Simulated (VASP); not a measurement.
# Mn3Cu (Pm-3m) in VASP: further runs, part 2 of 2

VASP 6.6.1. The steps go on from the part before.

### 5 Relaxation of cell and atoms, PBEsol, collinear spin, ferromagnetic start

This run uses another cell than the first one, of 12.10 Å³/atom.

INCAR

```
  PREC = Accurate
  ENCUT = 600
  EDIFF = 1E-6
  ISMEAR = 0
  SIGMA = 0.1
  LREAL = False
  LASPH = True
  NELM = 150
  ALGO = Normal
  ISIF = 3
  LWAVE = False
  LCHARG = False
  ISPIN = 2
  MAGMOM = 1.01 1.01 1.01 0
  LORBIT = 11
  LMAXMIX = 4
  GGA = PS
  IBRION = 2
  NSW = 100
  EDIFFG = -0.05
```

KPOINTS

```
regular mesh
0
Gamma
  6 6 6
```

POSCAR

```
Mn3Cu
1.0
    3.6444699996      0.0000000000      0.0000000000
    0.0000000000      3.6444699996      0.0000000000
    0.0000000000      0.0000000000      3.6444699996
Mn Cu
3 1
Direct
    0.0000000000      0.5000000000      0.5000000000
    0.5000000000      0.0000000000      0.5000000000
    0.5000000000      0.5000000000      0.0000000000
    0.0000000000      0.0000000000      0.0000000000
```

Potentials or basis: VASP PAW PBE potentials, release 64 (Mn_pv, Cu).

Launch:

```sh
$ cat potpaw_PBE.64/Mn_pv/POTCAR potpaw_PBE.64/Cu/POTCAR > POTCAR
$ mpirun -np 1 vasp_std > vasp.out
```

OUTCAR:

```text
PREC = Accurate
   ENCUT = 600
   EDIFF = 1E-6
   ISMEAR = 0
   LREAL = False
   LASPH = True
   NELM = 150
   ISIF = 3
   ISPIN = 2
   LORBIT = 11
   GGA = PS
   IBRION = 2
   NSW = 100
   EDIFFG = -0.05

 ion  position               nearest neighbor table
   1  0.000  0.500  0.500-   2 2.58   3 2.58   4 2.58   3 2.58   4 2.58   2 2.58   4 2.58   4 2.58
                             2 2.58   3 2.58   3 2.58   2 2.58
   2  0.500  0.000  0.500-   1 2.58   3 2.58   4 2.58   3 2.58   4 2.58   1 2.58   3 2.58   3 2.58
                             1 2.58   4 2.58   4 2.58   1 2.58
   3  0.500  0.500  0.000-   1 2.58   2 2.58   4 2.58   1 2.58   2 2.58   2 2.58   4 2.58   2 2.58
                             1 2.58   4 2.58   1 2.58   4 2.58
   4  0.000  0.000  0.000-   1 2.58   2 2.58   3 2.58   1 2.58   2 2.58   1 2.58   3 2.58   1 2.58
                             2 2.58   3 2.58   2 2.58   3 2.58

  LATTYP: Found a simple cubic cell.
 ALAT       =     3.6444699996

[... 1727 lines left out ...]
  free energy    TOTEN  =       -32.48240761 eV

  energy without entropy =      -32.45763194  energy(sigma->0) =      -32.47001978

 E-fermi :  10.4067     XC(G=0): -14.1313

 val. band max:       10.4029354176   @ k =   0.3333   0.0000   0.0000
 cond. band min:      10.4148789417   @ k =   0.1667   0.1667   0.0000
 fundamental gap:      0.0119435241
 Fermi energy:        10.4066707510

 spin component 1

 k-point     1 :       0.0000    0.0000    0.0000
  band No.  band energies     occupation
      1     -38.0117      1.00000
      2     -38.0117      1.00000
      3     -38.0117      1.00000
      4     -37.6598      1.00000
      5     -37.6598      1.00000
      6     -37.6598      1.00000
[... 1423 lines left out ...]
  FREE ENERGIE OF THE ION-ELECTRON SYSTEM (eV)
  ---------------------------------------------------
  free  energy   TOTEN  =       -32.4824076075 eV

  energy  without entropy=      -32.4576319426  energy(sigma->0) =      -32.47001978

 reached required accuracy - stopping structural energy minimisation

 total charge

# of ion       s       p       d       tot
------------------------------------------
    1        0.413   6.384   5.169  11.966
    2        0.413   6.384   5.169  11.966
    3        0.413   6.384   5.169  11.966
    4        0.572   0.664   9.067  10.302
--------------------------------------------------
tot          1.810  19.816  24.574  46.200

 magnetization (x)

# of ion       s       p       d       tot
------------------------------------------
    1       -0.000  -0.001   0.261   0.259
    2       -0.000  -0.001   0.261   0.259
    3       -0.000  -0.001   0.261   0.259
    4       -0.004  -0.006  -0.010  -0.021
--------------------------------------------------
tot         -0.005  -0.010   0.772   0.756
```

OSZICAR:

```text
N       E                     dE             d eps       ncg     rms          rms(c)
DAV:   1     0.563079388750E+03    0.56308E+03   -0.29949E+04  2680   0.254E+03
DAV:   2    -0.433611728840E-01   -0.56312E+03   -0.54719E+03  2592   0.605E+02
[... 50 lines left out ...]
DAV:   4    -0.324825468769E+02    0.12937E-03   -0.46435E-04  3632   0.574E-01    0.992E-02
DAV:   5    -0.324824258863E+02    0.12099E-03   -0.45037E-04  3208   0.523E-01    0.610E-02
DAV:   6    -0.324824107993E+02    0.15087E-04   -0.61187E-05  3272   0.219E-01    0.874E-03
DAV:   7    -0.324824090918E+02    0.17075E-05   -0.76496E-06  2192   0.242E-02    0.513E-03
DAV:   8    -0.324824076916E+02    0.14002E-05   -0.39316E-07  1296   0.139E-02    0.111E-03
DAV:   9    -0.324824076075E+02    0.84120E-07   -0.29353E-07  1280   0.692E-03
   4 F= -.32482408E+02 E0= -.32470020E+02  d E =-.528364E+00  mag=     0.7646
```

CONTCAR:

```text
Mn3Cu
   1.00000000000000
     3.4817820365196672    0.0000000000000000    0.0000000000000000
     0.0000000000000000    3.4817820365196672    0.0000000000000000
    -0.0000000000000000    0.0000000000000000    3.4817820365196672
  Mn              Cu
     3     1
Direct
     0.0000000000000000    0.5000000000000000    0.5000000000000000
     0.5000000000000000    0.0000000000000000    0.5000000000000000
     0.5000000000000000    0.5000000000000000    0.0000000000000000
     0.0000000000000000    0.0000000000000000    0.0000000000000000

  0.00000000E+00  0.00000000E+00  0.00000000E+00
  0.00000000E+00  0.00000000E+00  0.00000000E+00
  0.00000000E+00  0.00000000E+00  0.00000000E+00
  0.00000000E+00  0.00000000E+00  0.00000000E+00
```

Wall time 2.4 min (1 thread of AMD EPYC 9R45 (Zen 5), shared host); peak memory 0.19 GiB.

What came out:

```yaml
Free_energy: -32.4824 eV
Relaxed_volume: 10.55 Å³/atom
Relaxed_cell: a = 3.482 Å, b = 3.482 Å, c = 3.482 Å, α = 90.00°, β = 90.00°, γ = 90.00°
Space_group_after_relaxing_to_0.1_Å: Pm-3m (No. 221)
Energy_gained_by_relaxing: 132.1 meV/atom
Ionic_steps: 4
Pressure_after_relaxing: -0.3 GPa
Net_moment: 0.76 μB per cell
Site_moments: Mn +0.26; Cu -0.02 μB
Valence_electrons_inside_the_program's_atomic_spheres: Mn 11.97; Cu 10.30
```

The path:
| step | energy change (eV) | largest force (eV/Å) | pressure (GPa) | volume (Å³) |
| --- | --- | --- | --- | --- |
| 1 | 0.0000 | 0.0000 | -23.78 | 48.41 |
| 2 | 0.1826 | 0.0000 | 49.03 | 36.88 |
| 3 | -0.5273 | 0.0000 | -1.46 | 42.40 |
| 4 | -0.5284 | 0.0000 | -0.30 | 42.21 |

Final structure:
```
Mn Cu
1.0
     3.48178    0.00000    0.00000
     0.00000    3.48178    0.00000
     0.00000    0.00000    3.48178
Mn Cu
3 1
Cartesian
  0.0000 1.7409 1.7409
  1.7409 0.0000 1.7409
  1.7409 1.7409 0.0000
  0.0000 0.0000 0.0000
```

Levels at points of the mesh, in eV from the Fermi level:
Spin up:
```tsv
k point	band 23	band 24	band 25	band 26	band 27	band 28
(0.00, 0.00, 0.00)	0.29	0.29	0.72	0.72	1.42	1.84
(0.50, 0.00, 0.00)	-0.90	-0.86	-0.47	-0.12	-0.12	0.05
(0.50, 0.50, 0.00)	-0.88	-0.88	-0.60	-0.60	-0.52	0.25
(0.50, 0.50, 0.50)	-0.47	-0.47	0.12	0.12	0.12	0.32
```
Spin down:
| k point | band 21 | band 22 | band 23 | band 24 | band 25 | band 26 | band 27 | band 28 | band 29 | band 30 |
| --- | --- | --- | --- | --- | --- | --- | --- | --- | --- | --- |
| (0.00, 0.00, 0.00) | -1.35 | 0.46 | 0.46 | 0.46 | 1.18 | 1.18 | 1.74 | 2.03 | 2.03 | 2.03 |
| (0.50, 0.00, 0.00) | -0.97 | -0.97 | -0.67 | -0.63 | -0.06 | 0.06 | 0.06 | 0.26 | 0.38 | 1.18 |
| (0.50, 0.50, 0.00) | -2.06 | -2.06 | -0.74 | -0.74 | -0.24 | -0.21 | -0.21 | 0.45 | 0.46 | 1.80 |
| (0.50, 0.50, 0.50) | -1.33 | -0.45 | -0.45 | -0.45 | 0.40 | 0.50 | 0.50 | 0.50 | 0.72 | 0.72 |

Caveat: the PAW data sets were made with another functional, which shifts forces and pressure a little.

### 6 Relaxation of cell and atoms, PBEsol, collinear spin, ferromagnetic start

INCAR

```
PREC = Accurate ; ENCUT = 600
EDIFF = 1E-7 ; ISMEAR = 0
SIGMA = 0.1 ; LREAL = F
LASPH = T ; NELM = 150
ALGO = Normal ; ISIF = 3
LWAVE = F ; LCHARG = F
ISPIN = 2 ; MAGMOM = 4 4 4 0
LORBIT = 11 ; LMAXMIX = 4
GGA = PS ; IBRION = 2
NSW = 80 ; EDIFFG = -0.01
```

KPOINTS

```
regular mesh
0
Gamma
  12 12 12
```

POSCAR

```
Mn3Cu
1.0
    3.4823879964      0.0000000000      0.0000000000
    0.0000000000      3.4823879964      0.0000000000
    0.0000000000      0.0000000000      3.4823879964
Mn Cu
3 1
Direct
    0.0000000000      0.5000000000      0.5000000000
    0.5000000000      0.0000000000      0.5000000000
    0.5000000000      0.5000000000      0.0000000000
    0.0000000000      0.0000000000      0.0000000000
```

Potentials or basis: VASP PAW PBE potentials, release 64 (Mn_pv, Cu).

Launch:

```sh
$ cat potpaw_PBE.64/Mn_pv/POTCAR potpaw_PBE.64/Cu/POTCAR > POTCAR
$ mpirun -np 1 vasp_std > vasp.out
```

It took 10 min on 1 thread of Oxide Virtual Turin-like, shared host; peak memory 0.31 GiB.

The run converged. Its results:

| Quantity | Value |
| --- | --- |
| Free energy | -32.4775 eV |
| Relaxed volume | 10.57 Å³/atom |
| Relaxed cell | a = 3.484 Å, b = 3.484 Å, c = 3.484 Å, α = 90.00°, β = 90.00°, γ = 90.00° |
| Space group after relaxing (to 0.1 Å) | Pm-3m (No. 221) |
| Energy gained by relaxing | 0.0 meV/atom |
| Ionic steps | 3 |
| Pressure after relaxing | 0.0 GPa |
| Net moment | 1.33 μB per cell |
| Site moments | Mn +0.44; Cu -0.02 μB |
| Valence electrons inside the program's atomic spheres | Mn 11.96; Cu 10.30 |

Final structure:
```yaml
crystal:
  lattice:
    - [3.48393, 0.00000, 0.00000]
    - [0.00000, 3.48393, 0.00000]
    - [0.00000, 0.00000, 3.48393]
  atoms:
    - { symbol: Mn, position: [0.00000, 0.50000, 0.50000] }
    - { symbol: Mn, position: [0.50000, 0.00000, 0.50000] }
    - { symbol: Mn, position: [0.50000, 0.50000, 0.00000] }
    - { symbol: Cu, position: [0.00000, 0.00000, 0.00000] }
```

Levels at points of the mesh, in eV from the Fermi level:
Spin up:
```
           k point  band 21  band 22  band 23  band 24  band 25  band 26  band 27  band 28  band 29  band 30
(0.00, 0.00, 0.00)    -1.55     0.22     0.22     0.22     0.61     0.61     1.30     1.78     1.78     1.78
(0.50, 0.00, 0.00)    -1.15    -1.15    -0.99    -0.94    -0.56    -0.18    -0.18    -0.06     0.05     0.64
(0.50, 0.50, 0.00)    -2.36    -2.36    -0.92    -0.92    -0.70    -0.70    -0.63     0.17     0.22     1.50
(0.50, 0.50, 0.50)    -1.64    -0.48    -0.48    -0.48     0.04     0.04     0.04     0.31     0.46     0.46
```
Spin down:
```
           k point  band 21  band 22  band 23  band 24  band 25  band 26  band 27  band 28
(0.00, 0.00, 0.00)    -1.27     0.55     0.55     0.55     1.32     1.32     1.88     2.11
(0.50, 0.00, 0.00)    -0.90    -0.90    -0.57    -0.51     0.06     0.15     0.15     0.34
(0.50, 0.50, 0.00)    -1.96    -1.96    -0.67    -0.67    -0.10    -0.08    -0.08     0.53
(0.50, 0.50, 0.50)    -1.22    -0.43    -0.43    -0.43     0.42     0.62     0.62     0.62
```

Caveat: the PAW data sets were made with another functional, which shifts forces and pressure a little.

### 7 The runs side by side

| task | spin | cell | k mesh | cutoff (eV) | gap on the mesh (eV) | pressure (GPa) | moment (μB) | relaxed volume (Å³/atom) |
| --- | --- | --- | --- | --- | --- | --- | --- | --- |
| single point | off | a = 3.482 Å, 4 atoms | 12 × 12 × 12 | 520 | none | -0.5 | - | - |
| single point | off | a = 3.312 Å, 4 atoms | 12 × 12 × 12 | 520 | none | 56.9 | - | - |
| single point | collinear, ferromagnetic start | a = 3.482 Å, 4 atoms | 6 × 6 × 6 | 520 | none | -0.2 | 0.76 | - |
| relaxation of cell and atoms | collinear, ferromagnetic start | relaxed from a = 3.644 Å, 4 atoms | 6 × 6 × 6 | 600 | none | -0.3 | 0.76 | 10.55 |
| relaxation of cell and atoms | collinear, ferromagnetic start | relaxed from a = 3.482 Å, 4 atoms | 12 × 12 × 12 | 600 | none | 0.0 | 1.33 | 10.57 |

Alike in all rows: level PBEsol; potentials or basis VASP PAW PBE potentials, release 64 (Mn_pv, Cu); smearing gaussian 0.1 eV.

Caveats: the PAW data sets were made with another functional, which shifts forces and pressure a little; the cell stands under pressure (at least some runs).

Total energies depend on the potentials used, so only differences within one code and one set of settings carry meaning.
